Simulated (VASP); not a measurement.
Wanted: the native input for a VASP 6.6.1 run.

```yaml
Task: single point
Functional: PBEsol
Potentials_or_basis: VASP PAW PBE potentials, release 64 (Mg, O)
Cutoff: 520 eV
k_mesh: 9 × 9 × 6
Occupations: gaussian, width 0.02 eV
Spin: no spin polarisation
Dipole_correction: no
Further_INCAR_settings: ALGO = Normal; EDIFF = 1e-07; NBANDS = 16
```

The structure of MgO lies in POSCAR:

```
MgO
1.0
    3.4452386039      0.0000000000      0.0000000000
   -1.7226193020      2.9836641531      0.0000000000
    0.0000000000      0.0000000000      3.8780578604
Mg O
2 2
Direct
    0.6666666700      0.3333333300      0.7500000000
    0.3333333300      0.6666666700      0.2500000000
    0.6666666700      0.3333333300      0.2500000000
    0.3333333300      0.6666666700      0.7500000000
```

This cell differs from its parent crystal: strained.

These files were run (other wordings do the same):

INCAR

```
SYSTEM = MgO
ALGO     = Normal         ! electronic algorithm
EDIFF    = 1E-7           ! SCF threshold, eV
ENCUT    = 520            ! plane-wave cutoff, eV
GGA      = PS             ! functional
ISIF     = 2              ! what is computed and relaxed
ISMEAR   = 0              ! smearing method
LASPH    = .TRUE.         ! aspherical terms in the spheres
LCHARG   = .FALSE.        ! write CHGCAR
LREAL    = .FALSE.        ! projectors in reciprocal space
LWAVE    = .FALSE.        ! write WAVECAR
NBANDS   = 16             ! bands
NELM     = 80             ! most SCF steps
PREC     = Accurate       ! precision mode
SIGMA    = 0.02           ! smearing width, eV
```

KPOINTS

```
k-points
0
G
  9 9 6
  0 0 0
```

Potentials or basis: VASP PAW PBE potentials, release 64 (Mg, O).

Launch:

```console
$ cat potpaw_PBE.64/Mg/POTCAR potpaw_PBE.64/O/POTCAR > POTCAR
$ mpirun -np 1 vasp_std > vasp.out
```

Results of the run:

* Pressure: 19.3 GPa
* Band gap on the k mesh: 3.83 eV, direct

Caveat: the cell differs from its parent crystal (strained); the PAW data sets were made with another functional, which shifts forces and pressure a little.

Run time: 18 s on 1 thread of Intel(R) Xeon(R) Platinum 8488C (Sapphire Rapids) (shared host), peak memory 0.17 GiB.
